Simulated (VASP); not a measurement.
# S (I4/mmm) in VASP: single point with LDA

Aim: the single point of S with LDA.

Program: VASP 6.6.1. These are calculated values, not measurements. Logs are shortened: lines on timing, memory, paths and dates and some standing lists are left out, and cuts for length are marked.

### 1 The cell of the first run

It takes space group I4/mmm (No. 139, tetragonal). The conventional cell has a = 4.202 Å, b = 4.202 Å, c = 5.656 Å, α = 90.00°, β = 90.00°, γ = 90.00°. Within 5.4 Å of S (site symmetry 4/mmm) lie 12 S at 4.10 to 4.20 Å.

### 2 Single point, LDA

Input file INCAR:

```
ALGO = Normal ; EDIFF = 1E-7
ENCUT = 520 ; ISIF = 2
ISMEAR = -1 ; LASPH = T
LCHARG = F ; LREAL = F
LWAVE = F ; NBANDS = 13
NELM = 80 ; PREC = Accurate
SIGMA = 0.1
```

Input file KPOINTS:

```
k-points
0
Gamma
  4 4 3
```

Input file POSCAR:

```
S
1.0
    4.2019700000      0.0000000000      0.0000000000
    0.0000000000      4.2019700000      0.0000000000
    0.0000000000      0.0000000000      5.6556110000
S
2
Direct
    0.0000000000      0.0000000000      0.5000000000
    0.5000000000      0.5000000000      0.0000000000
```

Potentials or basis: VASP PAW LDA potentials, release 64 (S).

Command:

```console
cat potpaw_LDA.64/S/POTCAR > POTCAR
mpirun -np 1 vasp_std > vasp.out
```

OUTCAR:

```text
EDIFF = 1E-7
   ENCUT = 520
   ISIF = 2
   ISMEAR = -1
   LASPH = T
   LREAL = F
   NELM = 80
   PREC = Accurate

 ion  position               nearest neighbor table
   1  0.000  0.000  0.500-
   2  0.500  0.500  0.000-

  LATTYP: Found a simple tetragonal cell.
 ALAT       =     4.2019700000
 C/A-ratio  =     1.3459427364

  Lattice vectors:

 A1 = (   4.2019700000,   0.0000000000,   0.0000000000)
 A2 = (   0.0000000000,   4.2019700000,   0.0000000000)
 A3 = (   0.0000000000,   0.0000000000,   5.6556110000)

Analysis of symmetry for initial positions (statically):
=====================================================================
 Subroutine PRICEL returns following result:

  LATTYP: Found a body centered tetragonal cell.
 ALAT       =     4.2019700000
 C/A-ratio  =     1.3459427364

  Lattice vectors:

 A1 = (  -2.1009850000,  -2.1009850000,  -2.8278055000)
 A2 = (   2.1009850000,   2.1009850000,  -2.8278055000)
 A3 = (   2.1009850000,  -2.1009850000,   2.8278055000)

   2 primitive cells build up your supercell.

 Routine SETGRP: Setting up the symmetry group for a
 simple tetragonal supercell.

 Subroutine GETGRP returns: Found 16 space group operations
 (whereof 16 operations were pure point group operations)
 out of a pool of 16 trial point group operations.

The static configuration has the point symmetry D_4h.

Analysis of symmetry for dynamics (positions and initial velocities):
=====================================================================
 Subroutine PRICEL returns following result:

  LATTYP: Found a body centered tetragonal cell.
 ALAT       =     4.2019700000
 C/A-ratio  =     1.3459427364

  Lattice vectors:

 A1 = (  -2.1009850000,  -2.1009850000,  -2.8278055000)
 A2 = (   2.1009850000,   2.1009850000,  -2.8278055000)
 A3 = (   2.1009850000,  -2.1009850000,   2.8278055000)

   2 primitive cells build up your supercell.

 Routine SETGRP: Setting up the symmetry group for a
 simple tetragonal supercell.

 Subroutine GETGRP returns: Found 16 space group operations
 (whereof 16 operations were pure point group operations)
 out of a pool of 16 trial point group operations.

The dynamic configuration has the point symmetry D_4h.

 Subroutine INISYM returns: Found 16 space group operations
 (whereof 16 operations are pure point group operations),
 and found     2 'primitive' translations

----------------------------------------------------------------------------------------

                                     Primitive cell

  volume of cell :      49.9293

  direct lattice vectors                    reciprocal lattice vectors
    -2.100985000 -2.100985000 -2.827805500    -0.000000000 -0.237983612 -0.176815555
     2.100985000  2.100985000 -2.827805500     0.237983612  0.000000000 -0.176815555
     2.100985000 -2.100985000  2.827805500     0.237983612 -0.237983612  0.000000000

  length of vectors
     4.101799591  4.101799591  4.101799591     0.296479241  0.296479241  0.336559652

  position of ions in fractional coordinates (direct lattice)
     0.500000000  0.500000000  0.000000000

  ion indices of the primitive-cell ions
   primitive index   ion index
                 1           1

----------------------------------------------------------------------------------------

 KPOINTS: k-points

Automatic generation of k-mesh.
 Grid dimensions read from file:
 generate k-points for:    4    4    3

 Generating k-lattice:

  Cartesian coordinates                     Fractional coordinates (reciprocal lattice)
     0.059495903  0.000000000  0.000000000     0.250000000  0.000000000  0.000000000
     0.000000000  0.059495903  0.000000000     0.000000000  0.250000000  0.000000000
     0.000000000  0.000000000  0.058938518     0.000000000  0.000000000  0.333333333

  Length of vectors
     0.059495903  0.059495903  0.058938518

  Shift w.r.t. Gamma in fractional coordinates (k-lattice)
     0.000000000  0.000000000  0.000000000

 Subroutine IBZKPT returns following result:
 ===========================================

 Found     12 irreducible k-points:

 Following reciprocal coordinates:
            Coordinates               Weight
  0.000000  0.000000  0.000000      1.000000
  0.250000  0.000000  0.000000      4.000000
  0.500000  0.000000  0.000000      2.000000
  0.250000  0.250000  0.000000      4.000000
  0.500000  0.250000  0.000000      4.000000
  0.500000  0.500000  0.000000      1.000000
  0.000000  0.000000  0.333333      2.000000
  0.250000  0.000000  0.333333      8.000000
  0.500000  0.000000  0.333333      4.000000
  0.250000  0.250000  0.333333      8.000000
  0.500000  0.250000  0.333333      8.000000
  0.500000  0.500000  0.333333      2.000000
   k-points           NKPTS =     12   k-points in BZ     NKDIM =     12   number of bands    NBANDS=     13
   number of dos      NEDOS =    301   number of ions     NIONS =      2
   total plane-waves  NPLWV =  43008
   dimension x,y,z NGX =    32 NGY =   32 NGZ =   42
   dimension x,y,z NGXF=    64 NGYF=   64 NGZF=   84
   ions per type =               2
   NGX,Y,Z   is equivalent  to a cutoff of  12.66, 12.66, 12.35 a.u.
   NGXF,Y,Z  is equivalent  to a cutoff of  25.32, 25.32, 24.69 a.u.
 SYSTEM =  unknown system
   PREC   = accura    normal or accurate (medium, high low for compatibility)
   ISTART =      0    job   : 0-new  1-cont  2-samecut
   ICHARG =      2    charge: 1-file 2-atom 10-const
   ISPIN  =      1    spin polarized calculation?
   LNONCOLLINEAR =      F non collinear calculations
   LSORBIT =      F    spin-orbit coupling
   LASPH  =      T    aspherical Exc in radial PAW
   ENCUT  =  520.0 eV  38.22 Ry    6.18 a.u.   7.81  7.81 10.52*2*pi/ulx,y,z
   NELM   =     80;   NELMIN=  2; NELMDL= -5     # of ELM steps
   EDIFF  = 0.1E-06   stopping-criterion for ELM
   LREAL  =      F    real-space projection
   EDIFFG = 0.1E-05   stopping-criterion for IOM
   NSW    =      0    number of steps for IOM
   IBRION =     -1    ionic relax: 0-MD 1-quasi-New 2-CG
   NFREE  =      0    steps in history (QN), initial steepest desc. (CG)
   ISIF   =      2    stress and relaxation
   ISYM   =      2    0-nonsym 1-usesym 2-fastsym
   POTIM  = 0.5000    time-step for ionic-motion
   TEBEG  =    0.0;   TEEND  =   0.0 temperature during run
   PSTRESS=    0.0 pullay stress
   NELECT =      12.0000    total number of electrons
   NUPDOWN=      -1.0000    fix difference up-down
   EMIN   =  10.00;   EMAX   =-10.00  energy-range for DOS
   EFERMI =   0.00;   METHOD = LEGACY
   ISMEAR =    -1;   SIGMA  =   0.10  broadening in eV -4-tet -1-fermi 0-gaus
   EFERMI_NEDOS =   21; number of points for ismear=-14 and -15
   IALGO  =     38    algorithm
   IMIX   =      4    mixing-type and parameters
     AMIX     =   0.40;   BMIX     =  1.00
     AMIX_MAG =   1.60;   BMIX_MAG =  1.00
  volume/ion in A,a.u.               =      49.93       336.94
  Fermi-wavevector in a.u.,A,eV,Ry     =   0.807867  1.526648  8.879840  0.652650
  Thomas-Fermi vector in A             =   1.916567
   LORBIT       =      0    0 simple, 1 ext, 2 COOP (PROOUT), +10 PAW based schemes
   GGA     = CA    functional components
   LHFCALC =     F    Hartree Fock is set to
   AEXX    =    0.0000 exact exchange contribution
   IVDW    =     0    specifies the selected vdW correction
   LEPSILON=     F    determine dielectric tensor
   LRPA    =     F    only Hartree local field effects (RPA)
 non-spin polarized calculation
  energy-cutoff  :      520.00
  volume of cell :       99.86
 maximum number of plane-waves:      2705
 NGX is ok and might be reduce to    32
   NGX = 15   NGY = 15   NGZ = 21

 number of electron      12.0000004 magnetization

 Free energy of the ion-electron system (eV)
  ---------------------------------------------------
  ext. energy  EPLUGINS =         0.00000000
  ---------------------------------------------------
  free energy    TOTEN  =        -2.40506410 eV

  energy without entropy =       -2.08946318  energy(sigma->0) =       -2.24726364

 E-fermi :  -2.9963     XC(G=0):  -6.7127

 val. band max:       -3.0176919089   @ k =   0.5000   0.2500   0.0000
 cond. band min:      -2.9868716537   @ k =   0.2500   0.0000   0.3333
 fundamental gap:      0.0308202552
 Fermi energy:        -2.9962753358

 k-point     1 :       0.0000    0.0000    0.0000
  band No.  band energies     occupation
      1     -13.8265      2.00000
      2     -13.3854      2.00000
      3      -4.1154      1.99997
      4      -3.2281      1.82071
      5      -3.2281      1.82071
      6      -2.5847      0.03209
      7      -2.5847      0.03209
      8      -2.5793      0.03045
      9       2.7095      0.00000
     10       4.2498      0.00000
     11       5.2264      0.00000
     12       8.0196      0.00000
     13       8.0196      0.00000

 k-point     2 :       0.2500    0.0000    0.0000
  band No.  band energies     occupation
      1     -13.7223      2.00000
      2     -13.4046      2.00000
      3      -3.8813      1.99971
      4      -3.6156      1.99592
      5      -3.2011      1.77160
      6      -3.0996      1.47507
      7      -2.7795      0.20540
      8      -2.6371      0.05364
      9       3.7155      0.00000
     10       4.9477      0.00000
     11       5.9253      0.00000
     12       7.1917      0.00000
     13       7.9565      0.00000

 k-point     3 :       0.5000    0.0000    0.0000
  band No.  band energies     occupation
      1     -13.5201      2.00000
      2     -13.5201      2.00000
      3      -3.8285      1.99951
      4      -3.8285      1.99951
      5      -3.3156      1.92117
      6      -3.3156      1.92117
      7      -2.8299      0.31853
      8      -2.8299      0.31853
      9       5.4576      0.00000
     10       5.4576      0.00000
     11       6.4322      0.00000
     12       6.4322      0.00000
     13       6.9714      0.00000
[... 113 lines left out ...]
 k-point    11 :       0.5000    0.2500    0.3333
  band No.  band energies     occupation
      1     -13.4719      2.00000
      2     -13.4719      2.00000
      3      -4.0579      1.99995
      4      -4.0579      1.99995
      5      -3.2871      1.89651
      6      -3.2871      1.89651
      7      -2.9168      0.62210
      8      -2.9168      0.62210
      9       5.3624      0.00000
     10       5.3624      0.00000
     11       6.1737      0.00000
     12       6.1737      0.00000
     13       7.2672      0.00000

 k-point    12 :       0.5000    0.5000    0.3333
  band No.  band energies     occupation
      1     -13.4270      2.00000
      2     -13.4270      2.00000
      3      -3.9342      1.99983
      4      -3.9342      1.99983
      5      -3.3839      1.95939
      6      -3.3839      1.95939
      7      -3.2543      1.85922
      8      -3.2543      1.85922
      9       5.0886      0.00000
     10       5.0886      0.00000
     11       6.1447      0.00000
     12       6.1447      0.00000
     13       7.6302      0.00000

------------------------ aborting loop because EDIFF is reached ----------------------------------------

  FORCE on cell =-STRESS in cart. coord.  units (eV):
  Direction    XX          YY          ZZ          XY          YZ          ZX
  --------------------------------------------------------------------------------------
  -------------------------------------------------------------------------------------
  Total       -3.5731765     -3.5731765     -3.8160269      0.0000000      0.0000000      0.0000000
  in kB      -57.3296938    -57.3296938    -61.2260987      0.0000000      0.0000000      0.0000000
  external PRESSURE =     -58.6284954 kB  Pullay stress =       0.0000000 kB

 VOLUME and BASIS-vectors are now :
 -----------------------------------------------------------------------------
  energy-cutoff  :      520.00
  volume of cell :       99.86
      direct lattice vectors                 reciprocal lattice vectors
     4.201970000  0.000000000  0.000000000     0.237983612  0.000000000  0.000000000
     0.000000000  4.201970000  0.000000000     0.000000000  0.237983612  0.000000000
     0.000000000  0.000000000  5.655611000     0.000000000  0.000000000  0.176815555

 POSITION                                       TOTAL-FORCE (eV/Angst)
 -----------------------------------------------------------------------------------
      0.00000      0.00000      2.82781         0.000000      0.000000     -0.000000
      2.10099      2.10099      0.00000        -0.000000     -0.000000      0.000000
 -----------------------------------------------------------------------------------
    total drift:                                0.000000     -0.000000     -0.000000

  FREE ENERGIE OF THE ION-ELECTRON SYSTEM (eV)
  ---------------------------------------------------
  free  energy   TOTEN  =        -2.4050641000 eV

  energy  without entropy=       -2.0894631798  energy(sigma->0) =       -2.24726364
```

It took 9.5 s on 1 thread of AMD EPYC 7R13 (Zen 3), shared host; peak memory 0.13 GiB.

What came out:

* Free energy: -2.4051 eV
* Pressure: -5.9 GPa
* Band gap on the k mesh: zero (band 6 reaches -2.58 eV, above the bottom of band 7 at -3.25 eV)

Stress tensor (GPa, compression positive):
```
-5.73  0.00  0.00
 0.00 -5.73  0.00
 0.00  0.00 -6.12
```

Levels at points of the mesh, in eV from the Fermi level:
```tsv
k point	band 4	band 5	band 6	band 7	band 8	band 9
(0.00, 0.00, 0.00)	-0.23	-0.23	0.41	0.41	0.42	5.71
(0.50, 0.00, 0.00)	-0.83	-0.32	-0.32	0.17	0.17	8.45
(0.50, 0.50, 0.00)	-1.18	-0.17	-0.17	-0.06	-0.06	7.27
```

Caveat: the k points lie up to 0.37 Å⁻¹ apart.
